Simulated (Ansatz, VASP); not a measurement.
# One calculation of TiO2, two programs

```
Ti O
1.0
     1.52670    0.88144    7.11847
    -1.52670    0.88144    7.11847
     0.00000   -1.76288    7.11847
Ti O
1 2
Direct
  0.00000 0.00000 0.00000
  0.37953 0.37953 0.37953
  0.62047 0.62047 0.62047
```

Change from the starting cell: volume scaled by 1.06.

Alike in both runs: task single point; functional PBEsol; k mesh 10 × 10 × 10; occupations fermi-dirac, width 0.05 eV; no spin polarisation.

|  | VASP | Ansatz |
| --- | --- | --- |
| version | VASP 6.6.1 | Ansatz 0.2.0 |
| potentials or method | VASP PAW PBE potentials, release 64 (Ti_sv, O), cutoff 520 eV | all-electron LAPW, scalar-relativistic |

Ansatz gave:

- gap on the k mesh at the Fermi level (eV): 2.49
- least direct gap on the mesh (eV): 2.69
- pressure (GPa): -10.3
- traceless stress, the component that is largest in VASP (GPa): 3.85
- rms of the force components (eV/Å): 0.553

Problem. Which values does VASP return?

Solution. gap on the k mesh at the Fermi level (eV): 2.47; least direct gap on the mesh (eV): 2.67; pressure (GPa): -10.0; traceless stress, the component that is largest in VASP (GPa): 3.63; rms of the force components (eV/Å): 0.531.

VASP's potentials were made for PBE, not for PBEsol. Atom by atom the forces differ by 0.022 eV/Å (rms over components). Ansatz ran all-electron here, and VASP with PAW potentials.
